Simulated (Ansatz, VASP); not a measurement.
# TaF3: VASP beside Ansatz

File INCAR:

```
SYSTEM = TaF3
PREC = Accurate
ENCUT = 520
EDIFF = 1E-6
ISMEAR = 0
SIGMA = 0.1
LREAL = .False.
LASPH = .True.
NELM = 80
ALGO = Normal
ISIF = 2
LWAVE = .False.
LCHARG = .False.
LDIPOL = .True.
IDIPOL = 3
DIPOL = 0.5 0.5 0.280
GGA = PE
NBANDS = 24
```

KPOINTS

```
Automatic mesh
0
Gamma
  18 12 1
  0 0 0
```

File POSCAR:

```
TaF3
1.0
    2.6642109422      0.0000000000      0.0000000000
    0.0000000000      4.1389921740      0.0000000000
    0.0000000000      0.0000000000     30.3313851768
Ta F
1 3
Direct
    0.0000000000      0.0000000000      0.2802377785
    0.0000000000      0.5000000000      0.2802377785
    0.5000000000      0.0000000000      0.3339996455
    0.5000000000      0.0000000000      0.2264759114
```

Input for Ansatz:

```yaml
crystal:
  lattice:
    - [2.6642109422, 0.0, 0.0]
    - [0.0, 4.138992174, 0.0]
    - [0.0, 0.0, 30.3313851768]
  atoms:
    - { symbol: Ta, position: [0.0, 0.0, 0.2802377785] }
    - { symbol: F, position: [0.0, 0.5, 0.2802377785] }
    - { symbol: F, position: [0.5, 0.0, 0.3339996455] }
    - { symbol: F, position: [0.5, 0.0, 0.2264759114] }
  periodic: [true, true, false]
basis:
  ecutwfc: 420
kpoints:
  mp_grid: { grid: [18, 12, 1] }
  band_path:
    path:
      - [0.0, 0.0, 0.0]
      - [0.5, 0.0, 0.0]
      - [0.5, 0.5, 0.0]
      - [0.0, 0.5, 0.0]
      - [0.0, 0.0, 0.0]
    npoints: 14
hamiltonian:
  xc: pbe
scf:
  occupations: { method: gaussian, width: 0.1 }
  n_extra_bands: 10
output:
  forces: true
  stress: true
  eigenvalues: true
  populations: true
  dos: { projected: true, de: 0.02, nscf_kmesh: { grid: [22, 15, 1] } }
  bader: true
  write_density: true
  write_potential: true
  elf: true
  volumetric_format: npy
```

Alike in both runs: task single point; functional PBE; k mesh 18 × 12 × 1; occupations gaussian, width 0.1 eV; no spin polarisation.

```csv
,VASP,Ansatz
version,VASP 6.6.1,Ansatz 0.2.0
potentials or method,"VASP PAW PBE potentials, release 64 (Ta_pv, F), cutoff 520 eV","scalar-relativistic, plane waves, PAW"
valence electrons in the cell,32,34
```

```tsv
	VASP	Ansatz	Ansatz less VASP
gap on the k mesh at the Fermi level (eV)	none	none	-
rms of the force components (eV/Å)	0.032	0.000	-0.0315
```

Atom by atom the forces differ by 0.032 eV/Å (rms over components). A gap of «none» marks a metal or a gap that the smearing closes. VASP's potentials hold 32 valence electrons a cell and Ansatz's 34, so a difference there can come from the potentials and not from the codes. Ansatz's warnings: xc potential rough in thin density.

Neither program's run includes spin-orbit coupling.
